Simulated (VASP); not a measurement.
# P (Im-3m) in VASP: a series of runs, part 2 of 2

VASP 6.6.1.

### 4 Single point, PBE+D3(BJ) (volume scaled by 1.040)

The input, INCAR:

```
SYSTEM = P
ALGO = Normal
EDIFF = 1E-6
ENCUT = 520
GGA = PE
ISIF = 2
ISMEAR = 0
IVDW = 12
LASPH = .True.
LCHARG = .True.
LELF = .True.
LREAL = .False.
LVHAR = .True.
LWAVE = .False.
NBANDS = 8
NELM = 100
PREC = Accurate
SIGMA = 0.05
```

The input, KPOINTS:

```
k-points
0
Gamma
  20 20 20
  0 0 0
```

The input, POSCAR:

```
P
1.0
   -1.5180065144      1.5180065144      1.5180065144
    1.5180065144     -1.5180065144      1.5180065144
    1.5180065144      1.5180065144     -1.5180065144
P
1
Direct
    0.0000000000      0.0000000000      0.0000000000
```

Potentials or basis: VASP PAW PBE potentials, release 64 (P).

On the command line:

```console
> cat potpaw_PBE.64/P/POTCAR > POTCAR
> mpirun -np 1 vasp_std > vasp.out
```

OUTCAR:

```text
SYSTEM = P
   EDIFF = 1E-6
   ENCUT = 520
   GGA = PE
   ISIF = 2
   ISMEAR = 0
   IVDW = 12
   LASPH = .True.
   LREAL = .False.
   NELM = 100
   PREC = Accurate
 IVDW          = 12

 ion  position               nearest neighbor table
   1  0.000  0.000  0.000-

  LATTYP: Found a body centered cubic cell.
 ALAT       =     3.0360130288

  Lattice vectors:

 A1 = (  -1.5180065144,   1.5180065144,   1.5180065144)
 A2 = (   1.5180065144,  -1.5180065144,   1.5180065144)
 A3 = (   1.5180065144,   1.5180065144,  -1.5180065144)

Analysis of symmetry for initial positions (statically):
=====================================================================
 Subroutine PRICEL returns:
 Original cell was already a primitive cell.

 Routine SETGRP: Setting up the symmetry group for a
 body centered cubic supercell.

 Subroutine GETGRP returns: Found 48 space group operations
 (whereof 48 operations were pure point group operations)
 out of a pool of 48 trial point group operations.

The static configuration has the point symmetry O_h .

Analysis of symmetry for dynamics (positions and initial velocities):
=====================================================================
 Subroutine PRICEL returns:
 Original cell was already a primitive cell.

 Routine SETGRP: Setting up the symmetry group for a
 body centered cubic supercell.

 Subroutine GETGRP returns: Found 48 space group operations
 (whereof 48 operations were pure point group operations)
 out of a pool of 48 trial point group operations.

The dynamic configuration has the point symmetry O_h .

 Subroutine INISYM returns: Found 48 space group operations
 (whereof 48 operations are pure point group operations),
 and found     1 'primitive' translations

----------------------------------------------------------------------------------------

                                     Primitive cell

  volume of cell :      13.9920

  direct lattice vectors                    reciprocal lattice vectors
    -1.518006514  1.518006514  1.518006514     0.000000000  0.329379351  0.329379351
     1.518006514 -1.518006514  1.518006514     0.329379351  0.000000000  0.329379351
     1.518006514  1.518006514 -1.518006514     0.329379351  0.329379351  0.000000000

  length of vectors
     2.629264409  2.629264409  2.629264409     0.465812745  0.465812745  0.465812745

  position of ions in fractional coordinates (direct lattice)
     0.000000000  0.000000000  0.000000000

  ion indices of the primitive-cell ions
   primitive index   ion index
                 1           1

----------------------------------------------------------------------------------------

 KPOINTS: k-points

Automatic generation of k-mesh.
 Grid dimensions read from file:
 generate k-points for:   20   20   20

 Generating k-lattice:

  Cartesian coordinates                     Fractional coordinates (reciprocal lattice)
     0.000000000  0.016468968  0.016468968     0.050000000  0.000000000  0.000000000
     0.016468968  0.000000000  0.016468968     0.000000000  0.050000000  0.000000000
     0.016468968  0.016468968  0.000000000     0.000000000  0.000000000  0.050000000

  Length of vectors
     0.023290637  0.023290637  0.023290637

  Shift w.r.t. Gamma in fractional coordinates (k-lattice)
     0.000000000  0.000000000  0.000000000

 Subroutine IBZKPT returns following result:
 ===========================================

 Found    256 irreducible k-points:

 Following reciprocal coordinates:
            Coordinates               Weight
  0.000000  0.000000  0.000000      1.000000
  0.050000  0.000000  0.000000     12.000000
  0.100000  0.000000  0.000000     12.000000
  0.150000  0.000000  0.000000     12.000000
  0.200000  0.000000  0.000000     12.000000
  0.250000  0.000000  0.000000     12.000000
[... 16 lines left out ...]
  0.200000  0.100000  0.000000     48.000000
  0.250000  0.100000 -0.000000     48.000000
 [... further k-points ...]
   k-points           NKPTS =    256   k-points in BZ     NKDIM =    256   number of bands    NBANDS=      8
   number of dos      NEDOS =    301   number of ions     NIONS =      1
   total plane-waves  NPLWV =   8000
   dimension x,y,z NGX =    20 NGY =   20 NGZ =   20
   dimension x,y,z NGXF=    40 NGYF=   40 NGZF=   40
   ions per type =               1
   NGX,Y,Z   is equivalent  to a cutoff of  12.65, 12.65, 12.65 a.u.
   NGXF,Y,Z  is equivalent  to a cutoff of  25.29, 25.29, 25.29 a.u.
 SYSTEM =  P
   PREC   = accura    normal or accurate (medium, high low for compatibility)
   ISTART =      0    job   : 0-new  1-cont  2-samecut
   ICHARG =      2    charge: 1-file 2-atom 10-const
   ISPIN  =      1    spin polarized calculation?
   LNONCOLLINEAR =      F non collinear calculations
   LSORBIT =      F    spin-orbit coupling
   LASPH  =      T    aspherical Exc in radial PAW
   ENCUT  =  520.0 eV  38.22 Ry    6.18 a.u.   4.89  4.89  4.89*2*pi/ulx,y,z
   NELM   =    100;   NELMIN=  2; NELMDL= -5     # of ELM steps
   EDIFF  = 0.1E-05   stopping-criterion for ELM
   LREAL  =      F    real-space projection
   EDIFFG = 0.1E-04   stopping-criterion for IOM
   NSW    =      0    number of steps for IOM
   IBRION =     -1    ionic relax: 0-MD 1-quasi-New 2-CG
   NFREE  =      0    steps in history (QN), initial steepest desc. (CG)
   ISIF   =      2    stress and relaxation
   ISYM   =      2    0-nonsym 1-usesym 2-fastsym
   POTIM  = 0.5000    time-step for ionic-motion
   TEBEG  =    0.0;   TEEND  =   0.0 temperature during run
   PSTRESS=    0.0 pullay stress
   NELECT =       5.0000    total number of electrons
   NUPDOWN=      -1.0000    fix difference up-down
   EMIN   =  10.00;   EMAX   =-10.00  energy-range for DOS
   EFERMI =   0.00;   METHOD = LEGACY
   ISMEAR =     0;   SIGMA  =   0.05  broadening in eV -4-tet -1-fermi 0-gaus
   EFERMI_NEDOS =   21; number of points for ismear=-14 and -15
   IALGO  =     38    algorithm
   IMIX   =      4    mixing-type and parameters
     AMIX     =   0.40;   BMIX     =  1.00
     AMIX_MAG =   1.60;   BMIX_MAG =  1.00
  volume/ion in A,a.u.               =      13.99        94.42
  Fermi-wavevector in a.u.,A,eV,Ry     =   1.161728  2.195348 18.362592  1.349612
  Thomas-Fermi vector in A             =   2.298297
   LORBIT       =      0    0 simple, 1 ext, 2 COOP (PROOUT), +10 PAW based schemes
   GGA     = PE    functional components
   LHFCALC =     F    Hartree Fock is set to
   AEXX    =    0.0000 exact exchange contribution
   IVDW    =    12    specifies the selected vdW correction
   LEPSILON=     F    determine dielectric tensor
   LRPA    =     F    only Hartree local field effects (RPA)
 non-spin polarized calculation
 Gauss-broadening in eV      SIGMA  =   0.05
  energy-cutoff  :      520.00
  volume of cell :       13.99
 maximum number of plane-waves:       386
   NGX =  9   NGY =  9   NGZ =  9

 number of electron       5.0000001 magnetization

 Free energy of the ion-electron system (eV)
  ---------------------------------------------------
  ext. energy  EPLUGINS =         0.00000000
  ---------------------------------------------------
  free energy    TOTEN  =        -4.68089857 eV

  energy without entropy =       -4.68027245  energy(sigma->0) =       -4.68058551

 E-fermi :  10.2319     XC(G=0): -11.6476

 val. band max:       10.2272562821   @ k =  -0.2000   0.3000   0.1000
 cond. band min:      10.2393835974   @ k =   0.3000   0.1000   0.1000
 fundamental gap:      0.0121273153
 Fermi energy:        10.2319381821

 k-point     1 :       0.0000    0.0000    0.0000
  band No.  band energies     occupation
      1      -6.3798      2.00000
      2      17.5834      0.00000
      3      17.5834      0.00000
      4      17.5834      0.00000
      5      22.2822      0.00000
      6      22.2822      0.00000
      7      22.2822      0.00000
      8      26.2887      0.00000
[... 243 lines left out ...]
 k-point    24 :       0.2500    0.1000   -0.0000
  band No.  band energies     occupation
      1      -3.4400      2.00000
      2       8.3283      2.00000
      3      12.3576      0.00000
      4      15.1315      0.00000
      5      19.7045      0.00000
      6      21.3035      0.00000
      7      25.3933      0.00000
      8      28.5989      0.00000

 [... further k-points ...]

------------------------ aborting loop because EDIFF is reached ----------------------------------------

 Edisp (eV)   -0.49859

 E8    (eV) :    -0.1862

  FORCE on cell =-STRESS in cart. coord.  units (eV):
  Direction    XX          YY          ZZ          XY          YZ          ZX
  --------------------------------------------------------------------------------------
  -------------------------------------------------------------------------------------
  Total      -0.37147    -0.37147    -0.37147     0.00000     0.00000     0.00000
  in kB     -42.53540   -42.53540   -42.53540     0.00000     0.00000     0.00000
  external pressure =      -42.54 kB  Pullay stress =        0.00 kB

 VOLUME and BASIS-vectors are now :
 -----------------------------------------------------------------------------
  energy-cutoff  :      520.00
  volume of cell :       13.99
      direct lattice vectors                 reciprocal lattice vectors
    -1.518006514  1.518006514  1.518006514     0.000000000  0.329379351  0.329379351
     1.518006514 -1.518006514  1.518006514     0.329379351  0.000000000  0.329379351
     1.518006514  1.518006514 -1.518006514     0.329379351  0.329379351  0.000000000

 POSITION                                       TOTAL-FORCE (eV/Angst)
 -----------------------------------------------------------------------------------
      0.00000      0.00000      0.00000         0.000000     -0.000000     -0.000000
 -----------------------------------------------------------------------------------
    total drift:                                0.000000      0.000000     -0.000000

  FREE ENERGIE OF THE ION-ELECTRON SYSTEM (eV)
  ---------------------------------------------------
  free  energy   TOTEN  =        -5.1794856666 eV

  energy  without entropy=       -5.1788595473  energy(sigma->0) =       -5.17917261
```

Wall time 13 s (1 thread of Intel Xeon Platinum 8259CL at 2.50GHz (Skylake/Cascade Lake), shared host); peak memory 0.14 GiB.

What came out:

```
Free energy                : -5.1795 eV
Pressure                   : -4.3 GPa
Dispersion energy per atom : -0.499 eV
```

Levels at points of the mesh, in eV from the Fermi level:
```tsv
k point	band 1	band 2	band 3	band 4	band 5	band 6
(0.00, 0.00, 0.00)	-16.61	7.35	7.35	7.35	12.05	12.05
(0.50, 0.00, 0.00)	-10.02	-7.99	2.52	5.39	7.36	8.31
(0.50, 0.50, 0.50)	-4.05	-2.64	-2.64	-2.64	2.34	2.34
```

Caveat: pairwise dispersion overbinds metals, which lowers pressure and volume.

### 5 Single point, PBE+D3(BJ) (volume scaled by 0.800)

The input, INCAR:

```
SYSTEM = P
PREC     = Accurate       ! precision mode
ENCUT    = 520            ! plane-wave cutoff, eV
EDIFF    = 1E-6           ! SCF threshold, eV
ISMEAR   = 0              ! smearing method
SIGMA    = 0.05           ! smearing width, eV
LREAL    = .False.        ! projectors in reciprocal space
LASPH    = .True.         ! aspherical terms in the spheres
NELM     = 100            ! most SCF steps
ALGO     = Normal         ! electronic algorithm
ISIF     = 2              ! what is computed and relaxed
LWAVE    = .False.        ! write WAVECAR
LCHARG   = .False.        ! write CHGCAR
GGA      = PE             ! functional
IVDW     = 12             ! dispersion correction
NBANDS   = 8              ! bands
```

The input, KPOINTS:

```
Automatic mesh
0
Gamma
  22 22 22
  0 0 0
```

The input, POSCAR:

```
P
1.0
   -1.3908891454      1.3908891454      1.3908891454
    1.3908891454     -1.3908891454      1.3908891454
    1.3908891454      1.3908891454     -1.3908891454
P
1
Direct
    0.0000000000      0.0000000000      0.0000000000
```

Potentials or basis: VASP PAW PBE potentials, release 64 (P).

On the command line:

```console
> cat potpaw_PBE.64/P/POTCAR > POTCAR
> mpirun -np 1 vasp_std > vasp.out
```

OUTCAR:

```text
SYSTEM = P
   PREC = Accurate
   ENCUT = 520
   EDIFF = 1E-6
   ISMEAR = 0
   LREAL = .False.
   LASPH = .True.
   NELM = 100
   ISIF = 2
   GGA = PE
   IVDW = 12
 IVDW          = 12

 ion  position               nearest neighbor table
   1  0.000  0.000  0.000-

  LATTYP: Found a body centered cubic cell.
 ALAT       =     2.7817782908

  Lattice vectors:

 A1 = (  -1.3908891454,   1.3908891454,   1.3908891454)
 A2 = (   1.3908891454,  -1.3908891454,   1.3908891454)
 A3 = (   1.3908891454,   1.3908891454,  -1.3908891454)

Analysis of symmetry for initial positions (statically):
=====================================================================
 Subroutine PRICEL returns:
 Original cell was already a primitive cell.

 Routine SETGRP: Setting up the symmetry group for a
 body centered cubic supercell.

 Subroutine GETGRP returns: Found 48 space group operations
 (whereof 48 operations were pure point group operations)
 out of a pool of 48 trial point group operations.

The static configuration has the point symmetry O_h .

Analysis of symmetry for dynamics (positions and initial velocities):
=====================================================================
 Subroutine PRICEL returns:
 Original cell was already a primitive cell.

 Routine SETGRP: Setting up the symmetry group for a
 body centered cubic supercell.

 Subroutine GETGRP returns: Found 48 space group operations
 (whereof 48 operations were pure point group operations)
 out of a pool of 48 trial point group operations.

The dynamic configuration has the point symmetry O_h .

 Subroutine INISYM returns: Found 48 space group operations
 (whereof 48 operations are pure point group operations),
 and found     1 'primitive' translations

----------------------------------------------------------------------------------------

                                     Primitive cell

[... 110 lines left out ...]
  Fermi-wavevector in a.u.,A,eV,Ry     =   1.267902  2.395987 21.872389  1.607575
  Thomas-Fermi vector in A             =   2.401025
   LORBIT       =      0    0 simple, 1 ext, 2 COOP (PROOUT), +10 PAW based schemes
   GGA     = PE    functional components
   LHFCALC =     F    Hartree Fock is set to
   AEXX    =    0.0000 exact exchange contribution
   IVDW    =    12    specifies the selected vdW correction
   LEPSILON=     F    determine dielectric tensor
   LRPA    =     F    only Hartree local field effects (RPA)
 non-spin polarized calculation
 Gauss-broadening in eV      SIGMA  =   0.05
  energy-cutoff  :      520.00
  volume of cell :       10.76
 maximum number of plane-waves:       321
 NGX is ok and might be reduce to    18
   NGX =  9   NGY =  9   NGZ =  9

 number of electron       5.0000000 magnetization

 Free energy of the ion-electron system (eV)
  ---------------------------------------------------
  ext. energy  EPLUGINS =         0.00000000
  ---------------------------------------------------
  free energy    TOTEN  =        -4.28736466 eV

  energy without entropy =       -4.28675423  energy(sigma->0) =       -4.28705945

 E-fermi :  14.6369     XC(G=0): -12.8380

 val. band max:       14.6344517190   @ k =   0.2273   0.0455  -0.0000
 cond. band min:      14.6538298779   @ k =   0.1818   0.1818   0.0000
 fundamental gap:      0.0193781589
 Fermi energy:        14.6369355662

 k-point     1 :       0.0000    0.0000    0.0000
  band No.  band energies     occupation
      1      -5.2182      2.00000
      2      24.9100      0.00000
      3      24.9100      0.00000
      4      24.9100      0.00000
      5      27.3004      0.00000
      6      27.3004      0.00000
      7      27.3004      0.00000
      8      32.0538      0.00000
[... 243 lines left out ...]
 k-point    24 :       0.1364    0.0909    0.0000
  band No.  band energies     occupation
      1      -3.7712      2.00000
      2      18.0483      0.00000
      3      19.5477      0.00000
      4      22.2786      0.00000
      5      26.2463      0.00000
      6      28.0074      0.00000
      7      30.2679      0.00000
      8      32.2964      0.00000

 [... further k-points ...]

------------------------ aborting loop because EDIFF is reached ----------------------------------------

 Edisp (eV)   -0.65331

 E8    (eV) :    -0.2446

  FORCE on cell =-STRESS in cart. coord.  units (eV):
  Direction    XX          YY          ZZ          XY          YZ          ZX
  --------------------------------------------------------------------------------------
  -------------------------------------------------------------------------------------
  Total       2.41615     2.41615     2.41615    -0.00000    -0.00000     0.00000
  in kB     359.66429   359.66429   359.66429    -0.00000    -0.00000     0.00000
  external pressure =      359.66 kB  Pullay stress =        0.00 kB

 VOLUME and BASIS-vectors are now :
 -----------------------------------------------------------------------------
  energy-cutoff  :      520.00
  volume of cell :       10.76
      direct lattice vectors                 reciprocal lattice vectors
    -1.390889145  1.390889145  1.390889145     0.000000000  0.359482279  0.359482279
     1.390889145 -1.390889145  1.390889145     0.359482279  0.000000000  0.359482279
     1.390889145  1.390889145 -1.390889145     0.359482279  0.359482279  0.000000000

 POSITION                                       TOTAL-FORCE (eV/Angst)
 -----------------------------------------------------------------------------------
      0.00000      0.00000      0.00000         0.000000      0.000000      0.000000
 -----------------------------------------------------------------------------------
    total drift:                                0.000000     -0.000000      0.000000

  FREE ENERGIE OF THE ION-ELECTRON SYSTEM (eV)
  ---------------------------------------------------
  free  energy   TOTEN  =        -4.9406731941 eV

  energy  without entropy=       -4.9400627657  energy(sigma->0) =       -4.94036798
```

stdout:

```text
POSCAR found type information on POSCAR P
 POSCAR found :  1 types and       1 ions
 scaLAPACK will be used
 LDA part: xc-table for (Slater+PW92), standard interpolation
 POSCAR, INCAR and KPOINTS ok, starting setup
 FFT: planning ... GRIDC
 FFT: planning ... GRID_SOFT
 FFT: planning ... GRID
 WAVECAR not read
 entering main loop
```

Run time: 14 s. Hardware: 1 thread of Intel Xeon Platinum 8259CL at 2.50GHz (Skylake/Cascade Lake), shared host; peak memory 0.14 GiB.

What came out:

```yaml
Free_energy: -4.9407 eV
Pressure: 36.0 GPa
Dispersion_energy_per_atom: -0.653 eV
```

Caveat: pairwise dispersion overbinds metals, which lowers pressure and volume.

### 6 The runs side by side

```tsv
cell	k mesh	gap on the mesh (eV)	pressure (GPa)
a = 2.368 Å, angles 109.5°, 1 atom	22 × 22 × 22	none	49.6
a = 2.595 Å, angles 109.5°, 1 atom	20 × 20 × 20	none	-0.3
a = 2.629 Å, angles 109.5°, 1 atom	20 × 20 × 20	none	-4.3
a = 2.409 Å, angles 109.5°, 1 atom	22 × 22 × 22	none	36.0
```

Alike in all rows: task single point; level PBE+D3(BJ); potentials or basis VASP PAW PBE potentials, release 64 (P); no spin polarisation; cutoff (eV) 520; smearing gaussian 0.05 eV.

Caveats: pairwise dispersion overbinds metals, which lowers pressure and volume.

Total energies depend on the potentials used, so only differences within one code and one set of settings carry meaning.
